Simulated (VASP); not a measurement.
# BaTiO3 in VASP: notebook

The runs below take BaTiO3 through single point, with PBEsol.

All numbers are computed with VASP 6.6.1; they aren't measurements. Logs are shortened: lines on timing, memory, paths and dates and some standing lists are left out, and cuts for length are marked.

**1. The cell of the first run**

The typed cell holds 5 atoms: a = 3.807 Å, b = 3.807 Å, c = 3.807 Å, α = 90.00°, β = 89.99°, γ = 90.00°.

**2. Single point, PBEsol**

INCAR reads:

```
PREC     = Accurate       # precision mode
ENCUT    = 520            # plane-wave cutoff, eV
EDIFF    = 1E-6           # SCF threshold, eV
ISMEAR   = -1             # smearing method
SIGMA    = 0.05           # smearing width, eV
LREAL    = False          # projectors in reciprocal space
LASPH    = True           # aspherical terms in the spheres
NELM     = 60             # most SCF steps
ALGO     = Normal         # electronic algorithm
ISIF     = 2              # what is computed and relaxed
LWAVE    = False          # write WAVECAR
LCHARG   = False          # write CHGCAR
GGA      = PS             # functional
NBANDS   = 28             # bands
```

KPOINTS reads:

```
Automatic mesh
0
Gamma
  7 7 7
```

POSCAR reads:

```
BaTiO3
1.0
    3.8068645036     -0.0000219437     -0.0002142739
   -0.0000227027      3.8071116190     -0.0000490830
    0.0006360932      0.0000614834      3.8069505843
Ba Ti O
1 1 3
Direct
    0.0000112137      0.9999998696      0.9999916603
    0.5000239098      0.5000037722      0.4999912318
    0.4999958933      0.4999993303      1.0000110459
    0.4999781337      1.0000003193      0.4999930995
    0.9999908595      0.4999967086      0.5000129524
```

Potentials or basis: VASP PAW PBE potentials, release 64 (Ba_sv, Ti_sv, O).

Command:

```bash
cat potpaw_PBE.64/Ba_sv/POTCAR potpaw_PBE.64/Ti_sv/POTCAR potpaw_PBE.64/O/POTCAR > POTCAR
mpirun -np 1 vasp_std > vasp.out
```

OUTCAR:

```text
PREC = Accurate
   ENCUT = 520
   EDIFF = 1E-6
   ISMEAR = -1
   LREAL = False
   LASPH = True
   NELM = 60
   ISIF = 2
   GGA = PS

 ion  position               nearest neighbor table
   1  0.000  1.000  1.000-   4 2.69   4 2.69   3 2.69   5 2.69   3 2.69   5 2.69   4 2.69   3 2.69
                             3 2.69   5 2.69   5 2.69   4 2.69   2 3.30   2 3.30   2 3.30   2 3.30
   2  0.500  0.500  0.500-   5 1.90   3 1.90   4 1.90   3 1.90   5 1.90   4 1.90   1 3.30   1 3.30
                             1 3.30   1 3.30   1 3.30   1 3.30   1 3.30   1 3.30
   3  0.500  0.500  0.000-   2 1.90   2 1.90   1 2.69   1 2.69   1 2.69   1 2.69
   4  0.500  0.000  0.500-   2 1.90   2 1.90   1 2.69   1 2.69   1 2.69   1 2.69
   5  1.000  0.500  0.500-   2 1.90   2 1.90   1 2.69   1 2.69   1 2.69   1 2.69

  LATTYP: Found a simple monoclinic cell.
 ALAT       =     3.8068645097
 B/A-ratio  =     1.0000649116
 C/A-ratio  =     1.0000226245
 COS(beta)  =    -0.0001108010

  Lattice vectors:

 A1 = (   3.8068645036,  -0.0000219437,  -0.0002142739)
 A2 = (   0.0000227027,  -3.8071116190,   0.0000490830)
 A3 = (  -0.0006360932,  -0.0000614834,  -3.8069505843)

Analysis of symmetry for initial positions (statically):
=====================================================================
 Subroutine PRICEL returns:
 Original cell was already a primitive cell.

 Routine SETGRP: Setting up the symmetry group for a
 simple monoclinic supercell.

 Subroutine GETGRP returns: Found  2 space group operations
 (whereof  2 operations were pure point group operations)
 out of a pool of  4 trial point group operations.

The static configuration has the point symmetry C_1h.

Analysis of symmetry for dynamics (positions and initial velocities):
=====================================================================
 Subroutine PRICEL returns:
 Original cell was already a primitive cell.

 Routine SETGRP: Setting up the symmetry group for a
 simple monoclinic supercell.

 Subroutine GETGRP returns: Found  2 space group operations
 (whereof  2 operations were pure point group operations)
 out of a pool of  4 trial point group operations.

The dynamic configuration has the point symmetry C_1h.

 Subroutine INISYM returns: Found  2 space group operations
 (whereof  2 operations are pure point group operations),
 and found     1 'primitive' translations

----------------------------------------------------------------------------------------

                                     Primitive cell

  volume of cell :      55.1747

  direct lattice vectors                    reciprocal lattice vectors
     3.806864504 -0.000021944 -0.000214274     0.262683368  0.000001566 -0.000043891
    -0.000022703  3.807111619 -0.000049083     0.000001514  0.262666320 -0.000004242
     0.000636093  0.000061483  3.806950584     0.000014785  0.000003387  0.262677429

  length of vectors
     3.806864510  3.807111619  3.806950638     0.262683372  0.262666320  0.262677429

  position of ions in fractional coordinates (direct lattice)
     0.000011214  0.999999870  0.999991660
     0.500023910  0.500003772  0.499991232
     0.499995893  0.499999330  0.000011046
     0.499978134  0.000000319  0.499993100
     0.999990860  0.499996709  0.500012952

  ion indices of the primitive-cell ions
   primitive index   ion index
                 1           1
                 2           2
                 3           3
                 4           4
                 5           5

----------------------------------------------------------------------------------------

 KPOINTS: Automatic mesh

Automatic generation of k-mesh.
 Grid dimensions read from file:
 generate k-points for:    7    7    7

 Generating k-lattice:

  Cartesian coordinates                     Fractional coordinates (reciprocal lattice)
     0.037526195  0.000000224 -0.000006270     0.142857143 -0.000000000  0.000000000
     0.000000216  0.037523760 -0.000000606    -0.000000000  0.142857143  0.000000000
     0.000002112  0.000000484  0.037525347     0.000000000  0.000000000  0.142857143

  Length of vectors
     0.037526196  0.037523760  0.037525347

  Shift w.r.t. Gamma in fractional coordinates (k-lattice)
     0.000000000  0.000000000  0.000000000

 Subroutine IBZKPT returns following result:
 ===========================================

 Found    100 irreducible k-points:

 Following reciprocal coordinates:
            Coordinates               Weight
  0.000000  0.000000  0.000000      1.000000
  0.142857 -0.000000  0.000000      2.000000
  0.285714 -0.000000  0.000000      2.000000
  0.428571 -0.000000  0.000000      2.000000
  0.000000  0.142857 -0.000000      2.000000
  0.142857  0.142857  0.000000      4.000000
[... 16 lines left out ...]
 -0.142857 -0.000000  0.142857      2.000000
 -0.000000  0.142857  0.142857      4.000000
 [... further k-points ...]
   k-points           NKPTS =    100   k-points in BZ     NKDIM =    100   number of bands    NBANDS=     28
   number of dos      NEDOS =    301   number of ions     NIONS =      5
   total plane-waves  NPLWV =  21952
   dimension x,y,z NGX =    28 NGY =   28 NGZ =   28
   dimension x,y,z NGXF=    56 NGYF=   56 NGZF=   56
   ions per type =               1   1   3
   NGX,Y,Z   is equivalent  to a cutoff of  12.23, 12.23, 12.23 a.u.
   NGXF,Y,Z  is equivalent  to a cutoff of  24.46, 24.45, 24.45 a.u.
 SYSTEM =  unknown system
   PREC   = accura    normal or accurate (medium, high low for compatibility)
   ISTART =      0    job   : 0-new  1-cont  2-samecut
   ICHARG =      2    charge: 1-file 2-atom 10-const
   ISPIN  =      1    spin polarized calculation?
   LNONCOLLINEAR =      F non collinear calculations
   LSORBIT =      F    spin-orbit coupling
   LASPH  =      T    aspherical Exc in radial PAW
   ENCUT  =  520.0 eV  38.22 Ry    6.18 a.u.   7.08  7.08  7.08*2*pi/ulx,y,z
   NELM   =     60;   NELMIN=  2; NELMDL= -5     # of ELM steps
   EDIFF  = 0.1E-05   stopping-criterion for ELM
   LREAL  =      F    real-space projection
   EDIFFG = 0.1E-04   stopping-criterion for IOM
   NSW    =      0    number of steps for IOM
   IBRION =     -1    ionic relax: 0-MD 1-quasi-New 2-CG
   NFREE  =      0    steps in history (QN), initial steepest desc. (CG)
   ISIF   =      2    stress and relaxation
   ISYM   =      2    0-nonsym 1-usesym 2-fastsym
   POTIM  = 0.5000    time-step for ionic-motion
   TEBEG  =    0.0;   TEEND  =   0.0 temperature during run
   PSTRESS=    0.0 pullay stress
   NELECT =      40.0000    total number of electrons
   NUPDOWN=      -1.0000    fix difference up-down
   EMIN   =  10.00;   EMAX   =-10.00  energy-range for DOS
   EFERMI =   0.00;   METHOD = LEGACY
   ISMEAR =    -1;   SIGMA  =   0.05  broadening in eV -4-tet -1-fermi 0-gaus
   EFERMI_NEDOS =   21; number of points for ismear=-14 and -15
   IALGO  =     38    algorithm
   IMIX   =      4    mixing-type and parameters
     AMIX     =   0.40;   BMIX     =  1.00
     AMIX_MAG =   1.60;   BMIX_MAG =  1.00
  volume/ion in A,a.u.               =      11.03        74.47
  Fermi-wavevector in a.u.,A,eV,Ry     =   1.470668  2.779160 29.427569  2.162865
  Thomas-Fermi vector in A             =   2.585897
   LORBIT       =      0    0 simple, 1 ext, 2 COOP (PROOUT), +10 PAW based schemes
   GGA     = PS    functional components
   LHFCALC =     F    Hartree Fock is set to
   AEXX    =    0.0000 exact exchange contribution
   IVDW    =     0    specifies the selected vdW correction
   LEPSILON=     F    determine dielectric tensor
   LRPA    =     F    only Hartree local field effects (RPA)
 non-spin polarized calculation
  energy-cutoff  :      520.00
  volume of cell :       55.17
 maximum number of plane-waves:      1503
   NGX = 15   NGY = 15   NGZ = 15

 number of electron      39.9999988 magnetization

 Free energy of the ion-electron system (eV)
  ---------------------------------------------------
  ext. energy  EPLUGINS =         0.00000000
  ---------------------------------------------------
  free energy    TOTEN  =       -41.23362175 eV

  energy without entropy =      -41.23362175  energy(sigma->0) =      -41.23362175

 E-fermi :   5.9373     XC(G=0): -12.3264

 val. band max:        4.9831855062   @ k =   0.0000   0.0000   0.0000
 cond. band min:       6.9013943486   @ k =   0.0000   0.0000   0.0000
 fundamental gap:      1.9182088425
 Fermi energy:         5.9372532812

 k-point     1 :       0.0000    0.0000    0.0000
  band No.  band energies     occupation
      1     -50.7705      2.00000
      2     -27.2037      2.00000
      3     -27.2036      2.00000
      4     -27.2035      2.00000
      5     -19.5979      2.00000
      6     -12.1558      2.00000
[... 20 lines left out ...]
     27      10.1889      0.00000
     28      13.9367      0.00000

 k-point     2 :       0.1429   -0.0000    0.0000
  band No.  band energies     occupation
      1     -50.7700      2.00000
      2     -27.2256      2.00000
      3     -27.2027      2.00000
      4     -27.2026      2.00000
      5     -19.5480      2.00000
      6     -12.2300      2.00000
[... 20 lines left out ...]
     27      10.7729      0.00000
     28      14.4621      0.00000

 k-point     3 :       0.2857   -0.0000    0.0000
  band No.  band energies     occupation
      1     -50.7689      2.00000
      2     -27.2746      2.00000
      3     -27.2006      2.00000
      4     -27.2005      2.00000
      5     -19.4319      2.00000
      6     -12.5119      2.00000
[... 20 lines left out ...]
     27      11.9064      0.00000
     28      13.9267      0.00000

 k-point     4 :       0.4286   -0.0000    0.0000
  band No.  band energies     occupation
      1     -50.7681      2.00000
      2     -27.3132      2.00000
      3     -27.1990      2.00000
      4     -27.1989      2.00000
      5     -19.3341      2.00000
      6     -12.7652      2.00000
[... 20 lines left out ...]
     27      13.0804      0.00000
     28      13.7163      0.00000

 k-point     5 :       0.0000    0.1429   -0.0000
  band No.  band energies     occupation
      1     -50.7700      2.00000
      2     -27.2255      2.00000
      3     -27.2027      2.00000
      4     -27.2026      2.00000
      5     -19.5481      2.00000
      6     -12.2302      2.00000
[... 20 lines left out ...]
     27      10.7726      0.00000
     28      14.4170      0.00000

 k-point     6 :       0.1429    0.1429    0.0000
  band No.  band energies     occupation
      1     -50.7695      2.00000
      2     -27.2255      2.00000
      3     -27.2234      2.00000
      4     -27.2017      2.00000
      5     -19.5021      2.00000
      6     -12.2426      2.00000
[... 463 lines left out ...]
      5     -19.3058      2.00000
      6     -12.6358      2.00000
[... 20 lines left out ...]
     27      13.5222      0.00000
     28      14.1407      0.00000

 k-point    22 :      -0.2857    0.0000    0.1429
  band No.  band energies     occupation
      1     -50.7685      2.00000
      2     -27.2731      2.00000
      3     -27.2220      2.00000
      4     -27.1996      2.00000
      5     -19.3954      2.00000
      6     -12.4263      2.00000
[... 20 lines left out ...]
     27      12.2646      0.00000
     28      14.2939      0.00000

 k-point    23 :      -0.1429   -0.0000    0.1429
  band No.  band energies     occupation
      1     -50.7695      2.00000
      2     -27.2256      2.00000
      3     -27.2235      2.00000
      4     -27.2017      2.00000
      5     -19.5021      2.00000
      6     -12.2426      2.00000
[... 20 lines left out ...]
     27      11.1450      0.00000
     28      14.4046      0.00000

 k-point    24 :      -0.0000    0.1429    0.1429
  band No.  band energies     occupation
      1     -50.7695      2.00000
      2     -27.2254      2.00000
      3     -27.2235      2.00000
      4     -27.2018      2.00000
      5     -19.5021      2.00000
      6     -12.2427      2.00000
[... 20 lines left out ...]
     27      11.1448      0.00000
     28      14.4032      0.00000

 [... further k-points ...]

------------------------ aborting loop because EDIFF is reached ----------------------------------------

  FORCE on cell =-STRESS in cart. coord.  units (eV):
  Direction    XX          YY          ZZ          XY          YZ          ZX
  --------------------------------------------------------------------------------------
  -------------------------------------------------------------------------------------
  Total       11.4373569     11.4291632     11.4345024     -0.0001342      0.0000374     -0.0063532
  in kB      332.1207286    331.8827987    332.0378390     -0.0038962      0.0010851     -0.1844853
  external PRESSURE =     332.0137888 kB  Pullay stress =       0.0000000 kB

 VOLUME and BASIS-vectors are now :
 -----------------------------------------------------------------------------
  energy-cutoff  :      520.00
  volume of cell :       55.17
      direct lattice vectors                 reciprocal lattice vectors
     3.806864504 -0.000021944 -0.000214274     0.262683368  0.000001566 -0.000043891
    -0.000022703  3.807111619 -0.000049083     0.000001514  0.262666320 -0.000004242
     0.000636093  0.000061483  3.806950584     0.000014785  0.000003387  0.262677429

 POSITION                                       TOTAL-FORCE (eV/Angst)
 -----------------------------------------------------------------------------------
      0.00066      3.80717      3.80687        -0.000351      0.000000      0.000337
      1.90383      1.90359      1.90331        -0.000401      0.000000      0.000289
      1.90341      1.90354     -0.00009        -0.000024     -0.000000     -0.000751
      1.90367      0.00002      1.90334         0.000352      0.000000      0.000279
      3.80714      1.90355      1.90329         0.000423     -0.000000     -0.000154
 -----------------------------------------------------------------------------------
    total drift:                               -0.000002     -0.008017      0.000015

  FREE ENERGIE OF THE ION-ELECTRON SYSTEM (eV)
  ---------------------------------------------------
  free  energy   TOTEN  =       -41.2336217536 eV

  energy  without entropy=      -41.2336217533  energy(sigma->0) =      -41.23362175
```

Wall time 57 s (1 thread of Intel Xeon 6975P-C (Granite Rapids), shared host); peak memory 0.26 GiB.

Results:

| Quantity | Value |
| --- | --- |
| Free energy | -41.2336 eV |
| Pressure | 33.2 GPa |
| Band gap on the k mesh | 1.92 eV |

Caveat: the cell stands under pressure; the PAW data sets were made with another functional, which shifts forces and pressure a little; spin-orbit coupling is left out, which moves the levels of the heavy elements.

**3. Single point, PBEsol**

This run uses another cell than the first one, of 11.43 Å³/atom.

INCAR reads:

```
SYSTEM = BaTiO3
  PREC = Accurate
  ENCUT = 520
  EDIFF = 1E-7
  ISMEAR = -1
  SIGMA = 0.05
  LREAL = .FALSE.
  LASPH = .TRUE.
  NELM = 60
  ALGO = Normal
  ISIF = 2
  LWAVE = .FALSE.
  LCHARG = .FALSE.
  GGA = PS
  NBANDS = 28
```

KPOINTS reads:

```
regular mesh
0
G
  7 7 7
  0 0 0
```

POSCAR reads:

```
BaTiO3
1.0
    3.8517805197     -0.0000055388     -0.0004104546
   -0.0000060756      3.8517868005     -0.0000591425
    0.0004447108      0.0000524250      3.8517779170
Ba Ti O
1 1 3
Direct
    0.0000010642      0.9999990552      1.0000008197
    0.5000046998      0.5000015304      0.5000011850
    0.4999976925      0.4999996884      0.9999987826
    0.4999980862      1.0000005559      0.4999996403
    0.9999984673      0.4999991701      0.4999995624
```

Potentials or basis: VASP PAW PBE potentials, release 64 (Ba_sv, Ti_sv, O).

Command:

```bash
cat potpaw_PBE.64/Ba_sv/POTCAR potpaw_PBE.64/Ti_sv/POTCAR potpaw_PBE.64/O/POTCAR > POTCAR
mpirun -np 1 vasp_std > vasp.out
```

It took 18 s on 1 thread of Intel Xeon 6975P-C (Granite Rapids), shared host; peak memory 0.18 GiB.

It converged, with:

```yaml
Free_energy: -41.5789 eV
Pressure: 22.8 GPa
Band_gap_on_the_k_mesh: 1.91 eV
```

Levels at points of the mesh, in eV from the valence-band top:
```tsv
k point	band 16	band 17	band 18	band 19	band 20	band 21	band 22	band 23	band 24	band 25
(0.00, 0.00, 0.00)	-1.30	-1.30	0.00	0.00	0.00	1.91	1.91	1.91	4.72	4.72
```

Caveat: the cell stands under pressure; the PAW data sets were made with another functional, which shifts forces and pressure a little; spin-orbit coupling is left out, which moves the levels of the heavy elements; an odd mesh through Γ misses points on the zone boundary, where band edges can lie.

**4. Single point, PBEsol**

This run uses another cell than the first one, of 11.91 Å³/atom.

INCAR reads:

```
SYSTEM = BaTiO3
PREC = Accurate ; ENCUT = 520
EDIFF = 1E-6 ; ISMEAR = -1
SIGMA = 0.05 ; LREAL = .FALSE.
LASPH = .TRUE. ; NELM = 60
ALGO = Normal ; ISIF = 2
LWAVE = .FALSE. ; LCHARG = .FALSE.
GGA = PS ; NBANDS = 28
```

KPOINTS reads:

```
Automatic mesh
0
G
  7 7 7
  0 0 0
```

POSCAR reads:

```
BaTiO3
1.0
    3.9046432791     -0.0000008823     -0.0004166154
    0.0000002652      3.9049393909     -0.0000559221
    0.0004491114      0.0000587860      3.9046647793
Ba Ti O
1 1 3
Direct
   -0.0000911193      0.9995062774      0.9999049788
    0.4997000211      0.4983637611      0.4996854588
    0.5001141744      0.5006220066      1.0001705242
    0.5001138937      1.0008872752      0.5001191725
    1.0001630401      0.5006206797      0.5001198556
```

Command:

```bash
cat potpaw_PBE.64/Ba_sv/POTCAR potpaw_PBE.64/Ti_sv/POTCAR potpaw_PBE.64/O/POTCAR > POTCAR
mpirun -np 1 vasp_std > vasp.out
```

It took 2.4 min on 1 thread of Intel Xeon 6975P-C (Granite Rapids), shared host; peak memory 0.38 GiB.

It converged, with:

```yaml
Free_energy: -41.8416 eV
Pressure: 12.4 GPa
Largest_force: 0.003 eV/Å
Band_gap_on_the_k_mesh: 1.90 eV
```

Forces in eV/Å, atoms in the order of the input:
```
Ba   0.001  0.003  0.001
Ti   0.001  0.003  0.001
O    0.000 -0.001 -0.001
O    0.000 -0.003  0.000
O   -0.001 -0.001  0.000
```

Levels at points of the mesh, in eV from the valence-band top:
| k point | band 17 | band 18 | band 19 | band 20 | band 21 | band 22 | band 23 | band 24 |
| --- | --- | --- | --- | --- | --- | --- | --- | --- |
| (0.00, 0.00, 0.00) | -1.17 | 0.00 | 0.00 | 0.00 | 1.90 | 1.90 | 1.90 | 4.52 |

Caveat: the cell stands under pressure; the PAW data sets were made with another functional, which shifts forces and pressure a little; spin-orbit coupling is left out, which moves the levels of the heavy elements.

**5. The runs side by side**

```tsv
cell	gap on the mesh (eV)	pressure (GPa)
a = 3.807 Å, 5 atoms, atomic positions A	1.92	33.2
a = 3.852 Å, 5 atoms, atomic positions A	1.91	22.8
a = 3.905 Å, 5 atoms, atomic positions B	1.90	12.4
```

Alike in all rows: task single point; level PBEsol; potentials or basis VASP PAW PBE potentials, release 64 (Ba_sv, Ti_sv, O); no spin polarisation; k mesh 7 × 7 × 7; cutoff (eV) 520; smearing fermi-dirac 0.05 eV.

Caveats: the cell stands under pressure; the PAW data sets were made with another functional, which shifts forces and pressure a little; spin-orbit coupling is left out, which moves the levels of the heavy elements; an odd mesh through Γ misses points on the zone boundary, where band edges can lie (at least some runs).

Absolute energies hang on the potentials; compare differences alone.
